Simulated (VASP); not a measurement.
# Zr in VASP: single point with r2SCAN

Aim: the single point of Zr with r2SCAN.

All numbers are computed with VASP 6.6.1; they aren't measurements. Logs are shortened: lines on timing, memory, paths and dates and some standing lists are left out, and cuts for length are marked.

## Step 1: The cell of the first run

The typed cell holds 2 atoms: a = 3.130 Å, b = 3.130 Å, c = 4.966 Å, α = 90.00°, β = 90.00°, γ = 60.00°.

## Step 2: Single point, r2SCAN

The input, POSCAR:

```
Zr
1.0
    1.5651090000      2.7108470000      0.0000000000
   -1.5651090000      2.7108470000      0.0000000000
    0.0000000000      0.0000000000      4.9659360000
Zr
2
Direct
    0.3333000000      0.3334000000      0.2500000000
    0.6666000000      0.6667000000      0.7500000000
```

The input, INCAR.step1:

```
SYSTEM = Zr
PREC = Accurate
ENCUT = 520
ISMEAR = 0
SIGMA = 0.068
LREAL = .FALSE.
LASPH = .TRUE.
NELM = 60
NBANDS = 19
GGA = PE
ALGO = Normal
EDIFF = 1E-4
LWAVE = .TRUE.
LCHARG = .FALSE.
```

The input, INCAR.step2:

```
SYSTEM = Zr
PREC = Accurate
ENCUT = 520
EDIFF = 1E-6
ISMEAR = 0
SIGMA = 0.068
LREAL = .FALSE.
LASPH = .TRUE.
NELM = 60
ALGO = Normal
ISIF = 2
LWAVE = .FALSE.
LCHARG = .FALSE.
METAGGA = R2SCAN
LMIXTAU = .TRUE.
NBANDS = 19
ISTART = 1
```

The input, KPOINTS:

```
regular mesh
0
G
  12 12 7
  0 0 0
```

Potentials or basis: VASP PAW PBE potentials, release 64 (Zr_sv).

On the command line:

```bash
$ cat potpaw_PBE.64/Zr_sv/POTCAR > POTCAR
$ cp INCAR.step1 INCAR
$ mpirun -np 1 vasp_std > vasp.out
$ cp INCAR.step2 INCAR
$ mpirun -np 1 vasp_std > vasp.out
```

OUTCAR:

```text
SYSTEM = Zr
   PREC = Accurate
   ENCUT = 520
   EDIFF = 1E-6
   ISMEAR = 0
   LREAL = .FALSE.
   LASPH = .TRUE.
   NELM = 60
   ISIF = 2
   METAGGA = R2SCAN
   ISTART = 1

 ion  position               nearest neighbor table
   1  0.333  0.333  0.250-   2 3.07   2 3.07   2 3.07   2 3.07   2 3.07   2 3.07
   2  0.667  0.667  0.750-   1 3.07   1 3.07   1 3.07   1 3.07   1 3.07   1 3.07

  LATTYP: Found a hexagonal cell.
 ALAT       =     3.1302168678
 C/A-ratio  =     1.5864511022

  Lattice vectors:

 A1 = (   1.5651090000,  -2.7108470000,   0.0000000000)
 A2 = (   1.5651090000,   2.7108470000,   0.0000000000)
 A3 = (   0.0000000000,   0.0000000000,   4.9659360000)

Analysis of symmetry for initial positions (statically):
=====================================================================
 Subroutine PRICEL returns:
 Original cell was already a primitive cell.

 Routine SETGRP: Setting up the symmetry group for a
 hexagonal supercell.

 Subroutine GETGRP returns: Found  8 space group operations
 (whereof  2 operations were pure point group operations)
 out of a pool of 24 trial point group operations.

The static configuration has the point symmetry C_2 .
 The point group associated with its full space group is D_2h.

Analysis of symmetry for dynamics (positions and initial velocities):
=====================================================================
 Subroutine PRICEL returns:
 Original cell was already a primitive cell.

 Routine SETGRP: Setting up the symmetry group for a
 hexagonal supercell.

 Subroutine GETGRP returns: Found  8 space group operations
 (whereof  2 operations were pure point group operations)
 out of a pool of 24 trial point group operations.

The dynamic configuration has the point symmetry C_2 .
 The point group associated with its full space group is D_2h.

 Subroutine INISYM returns: Found  8 space group operations
 (whereof  2 operations are pure point group operations),
 and found     1 'primitive' translations

----------------------------------------------------------------------------------------

                                     Primitive cell

  volume of cell :      42.1387

  direct lattice vectors                    reciprocal lattice vectors
     1.565109000  2.710847000  0.000000000     0.319466568  0.184444198  0.000000000
    -1.565109000  2.710847000  0.000000000    -0.319466568  0.184444198  0.000000000
     0.000000000  0.000000000  4.965936000     0.000000000  0.000000000  0.201371907

  length of vectors
     3.130216868  3.130216868  4.965936000     0.368888262  0.368888262  0.201371907

  position of ions in fractional coordinates (direct lattice)
     0.333300000  0.333400000  0.250000000
     0.666600000  0.666700000  0.750000000

  ion indices of the primitive-cell ions
   primitive index   ion index
                 1           1
                 2           2

----------------------------------------------------------------------------------------

 KPOINTS: regular mesh

Automatic generation of k-mesh.
 Grid dimensions read from file:
 generate k-points for:   12   12    7

 Generating k-lattice:

  Cartesian coordinates                     Fractional coordinates (reciprocal lattice)
     0.026622214  0.015370350  0.000000000     0.083333333  0.000000000  0.000000000
    -0.026622214  0.015370350  0.000000000     0.000000000  0.083333333  0.000000000
     0.000000000  0.000000000  0.028767415     0.000000000  0.000000000  0.142857143

  Length of vectors
     0.030740688  0.030740688  0.028767415

  Shift w.r.t. Gamma in fractional coordinates (k-lattice)
     0.000000000  0.000000000  0.000000000

 Subroutine IBZKPT returns following result:
 ===========================================

 Found    172 irreducible k-points:

 Following reciprocal coordinates:
            Coordinates               Weight
  0.000000  0.000000  0.000000      1.000000
  0.083333  0.000000  0.000000      4.000000
  0.083333  0.083333  0.000000      2.000000
  0.166667  0.000000  0.000000      4.000000
  0.166667  0.166667  0.000000      2.000000
  0.250000  0.000000  0.000000      4.000000
[... 16 lines left out ...]
  0.333333  0.416667  0.000000      4.000000
 -0.083333  0.333333  0.000000      4.000000
 [... further k-points ...]
   k-points           NKPTS =    172   k-points in BZ     NKDIM =    172   number of bands    NBANDS=     19
   number of dos      NEDOS =    301   number of ions     NIONS =      2
   total plane-waves  NPLWV =  23040
   dimension x,y,z NGX =    24 NGY =   24 NGZ =   40
   dimension x,y,z NGXF=    48 NGYF=   48 NGZF=   80
   ions per type =               2
   NGX,Y,Z   is equivalent  to a cutoff of  12.75, 12.75, 13.39 a.u.
   NGXF,Y,Z  is equivalent  to a cutoff of  25.49, 25.49, 26.78 a.u.
 SYSTEM =  Zr
   PREC   = accura    normal or accurate (medium, high low for compatibility)
   ISTART =      1    job   : 0-new  1-cont  2-samecut
   ICHARG =      0    charge: 1-file 2-atom 10-const
   ISPIN  =      1    spin polarized calculation?
   LNONCOLLINEAR =      F non collinear calculations
   LSORBIT =      F    spin-orbit coupling
   LASPH  =      T    aspherical Exc in radial PAW
   ENCUT  =  520.0 eV  38.22 Ry    6.18 a.u.   5.82  5.82  9.23*2*pi/ulx,y,z
   NELM   =     60;   NELMIN=  2; NELMDL=  0     # of ELM steps
   EDIFF  = 0.1E-05   stopping-criterion for ELM
   LREAL  =      F    real-space projection
   EDIFFG = 0.1E-04   stopping-criterion for IOM
   NSW    =      0    number of steps for IOM
   IBRION =     -1    ionic relax: 0-MD 1-quasi-New 2-CG
   NFREE  =      0    steps in history (QN), initial steepest desc. (CG)
   ISIF   =      2    stress and relaxation
   ISYM   =      2    0-nonsym 1-usesym 2-fastsym
   POTIM  = 0.5000    time-step for ionic-motion
   TEBEG  =    0.0;   TEEND  =   0.0 temperature during run
   PSTRESS=    0.0 pullay stress
   NELECT =      24.0000    total number of electrons
   NUPDOWN=      -1.0000    fix difference up-down
   EMIN   =  10.00;   EMAX   =-10.00  energy-range for DOS
   EFERMI =   0.00;   METHOD = LEGACY
   ISMEAR =     0;   SIGMA  =   0.07  broadening in eV -4-tet -1-fermi 0-gaus
   EFERMI_NEDOS =   21; number of points for ismear=-14 and -15
   IALGO  =     38    algorithm
   IMIX   =      4    mixing-type and parameters
     AMIX     =   0.40;   BMIX     =  1.00
     AMIX_MAG =   1.60;   BMIX_MAG =  1.00
  volume/ion in A,a.u.               =      21.07       142.18
  Fermi-wavevector in a.u.,A,eV,Ry     =   1.357016  2.564389 25.055030  1.841493
  Thomas-Fermi vector in A             =   2.483970
   LORBIT       =      0    0 simple, 1 ext, 2 COOP (PROOUT), +10 PAW based schemes
   METAGGA = R2SCAN    functional components
   LHFCALC =     F    Hartree Fock is set to
   AEXX    =    0.0000 exact exchange contribution
   IVDW    =     0    specifies the selected vdW correction
   LEPSILON=     F    determine dielectric tensor
   LRPA    =     F    only Hartree local field effects (RPA)
 non-spin polarized calculation
 Gauss-broadening in eV      SIGMA  =   0.07
  energy-cutoff  :      520.00
  volume of cell :       42.14
 maximum number of plane-waves:      1152
   NGX = 11   NGY = 11   NGZ = 19

 number of electron      24.0000000 magnetization

 Free energy of the ion-electron system (eV)
  ---------------------------------------------------
  ext. energy  EPLUGINS =         0.00000000
  ---------------------------------------------------
  free energy    TOTEN  =       -45.32358710 eV

  energy without entropy =      -45.31845402  energy(sigma->0) =      -45.32102056

 E-fermi :  10.2169     XC(G=0): -12.4612

 val. band max:       10.2166940058   @ k =   0.4167  -0.4167   0.4286
 cond. band min:      10.2179450423   @ k =   0.0000   0.0000   0.4286
 fundamental gap:      0.0012510365
 Fermi energy:        10.2169205049

 k-point     1 :       0.0000    0.0000    0.0000
  band No.  band energies     occupation
      1     -40.1740      2.00000
      2     -39.9203      2.00000
      3     -18.2486      2.00000
      4     -17.0011      2.00000
      5     -17.0010      2.00000
      6     -16.8036      2.00000
[... 11 lines left out ...]
     18      12.7537      0.00000
     19      15.3956      0.00000

 k-point     2 :       0.0833    0.0000    0.0000
  band No.  band energies     occupation
      1     -40.1613      2.00000
      2     -39.9151      2.00000
      3     -18.2181      2.00000
      4     -17.0694      2.00000
      5     -17.0234      2.00000
      6     -16.8742      2.00000
[... 11 lines left out ...]
     18      12.5443      0.00000
     19      15.5589      0.00000

 k-point     3 :       0.0833    0.0833    0.0000
  band No.  band energies     occupation
      1     -40.1613      2.00000
      2     -39.9151      2.00000
      3     -18.2181      2.00000
      4     -17.0695      2.00000
      5     -17.0234      2.00000
      6     -16.8742      2.00000
[... 11 lines left out ...]
     18      12.5448      0.00000
     19      15.5582      0.00000

 k-point     4 :       0.1667    0.0000    0.0000
  band No.  band energies     occupation
      1     -40.1259      2.00000
      2     -39.9016      2.00000
      3     -18.1306      2.00000
      4     -17.2559      2.00000
      5     -17.0820      2.00000
      6     -17.0605      2.00000
[... 11 lines left out ...]
     18      12.8120      0.00000
     19      15.8908      0.00000

 k-point     5 :       0.1667    0.1667    0.0000
  band No.  band energies     occupation
      1     -40.1259      2.00000
      2     -39.9016      2.00000
      3     -18.1306      2.00000
      4     -17.2559      2.00000
      5     -17.0819      2.00000
      6     -17.0605      2.00000
[... 11 lines left out ...]
     18      12.8117      0.00000
     19      15.8902      0.00000
[... 334 lines left out ...]
      2     -39.8766      2.00000
      3     -17.9026      2.00000
      4     -17.6330      2.00000
      5     -17.4598      2.00000
      6     -17.1979      2.00000
[... 11 lines left out ...]
     18      14.6454      0.00000
     19      16.1903      0.00000

 k-point    22 :       0.4167    0.0833    0.0000
  band No.  band energies     occupation
      1     -39.9889      2.00000
      2     -39.8694      2.00000
      3     -17.8475      2.00000
      4     -17.7453      2.00000
      5     -17.6236      2.00000
      6     -17.2843      2.00000
[... 11 lines left out ...]
     18      15.9179      0.00000
     19      16.3143      0.00000

 k-point    23 :       0.3333    0.4167    0.0000
  band No.  band energies     occupation
      1     -39.9888      2.00000
      2     -39.8694      2.00000
      3     -17.8475      2.00000
      4     -17.7452      2.00000
      5     -17.6236      2.00000
      6     -17.2843      2.00000
[... 11 lines left out ...]
     18      15.9179      0.00000
     19      16.3142      0.00000

 k-point    24 :      -0.0833    0.3333    0.0000
  band No.  band energies     occupation
      1     -39.9889      2.00000
      2     -39.8694      2.00000
      3     -17.8475      2.00000
      4     -17.7454      2.00000
      5     -17.6236      2.00000
      6     -17.2843      2.00000
[... 11 lines left out ...]
     18      15.9177      0.00000
     19      16.3146      0.00000

 [... further k-points ...]

------------------------ aborting loop because EDIFF is reached ----------------------------------------

  FORCE on cell =-STRESS in cart. coord.  units (eV):
  Direction    XX          YY          ZZ          XY          YZ          ZX
  --------------------------------------------------------------------------------------
  -------------------------------------------------------------------------------------
  Total        3.1460225      3.1468424      3.4541377     -0.0000000      0.0000000      0.0000000
  in kB      119.6166670    119.6478406    131.3316864     -0.0000000      0.0000000      0.0000000
  external PRESSURE =     123.5320647 kB  Pullay stress =       0.0000000 kB

 VOLUME and BASIS-vectors are now :
 -----------------------------------------------------------------------------
  energy-cutoff  :      520.00
  volume of cell :       42.14
      direct lattice vectors                 reciprocal lattice vectors
     1.565109000  2.710847000  0.000000000     0.319466568  0.184444198  0.000000000
    -1.565109000  2.710847000  0.000000000    -0.319466568  0.184444198  0.000000000
     0.000000000  0.000000000  4.965936000     0.000000000  0.000000000  0.201371907

 POSITION                                       TOTAL-FORCE (eV/Angst)
 -----------------------------------------------------------------------------------
     -0.00016      1.80732      1.24148         0.000000     -0.000124      0.000000
     -0.00016      3.61437      3.72445         0.000000      0.000124     -0.000000
 -----------------------------------------------------------------------------------
    total drift:                               -0.000000      0.000000     -0.000000

  FREE ENERGIE OF THE ION-ELECTRON SYSTEM (eV)
  ---------------------------------------------------
  free  energy   TOTEN  =       -45.3235870980 eV

  energy  without entropy=      -45.3184540229  energy(sigma->0) =      -45.32102056
```

It took 4.4 min on 1 thread of AMD EPYC 9R45 (Zen 5), shared host; peak memory 0.22 GiB.

What came out:

```yaml
Free_energy: -45.3236 eV
Pressure: 12.4 GPa
Band_gap_on_the_k_mesh: zero (bands 12 and 13 overlap by 1.36 eV)
```

Stress tensor (GPa, compression positive):
```
11.96  0.00  0.00
 0.00 11.96  0.00
 0.00  0.00 13.13
```

Levels at points of the mesh, in eV from the Fermi level:
```csv
k point,band 8,band 9,band 10,band 11,band 12,band 13,band 14,band 15,band 16,band 17
"(0.00, 0.00, 0.00)",-27.01,-6.16,-3.51,0.95,0.95,1.20,1.52,1.82,1.82,2.54
"(0.50, 0.00, 0.00)",-27.17,-3.12,-2.79,-2.59,-0.13,0.61,1.00,1.79,5.74,6.22
"(0.50, 0.50, 0.00)",-27.17,-3.12,-2.79,-2.59,-0.13,0.61,1.00,1.79,5.74,6.22
```

Caveat: the cell stands under pressure; the PAW data sets were made with another functional, which shifts forces and pressure a little.
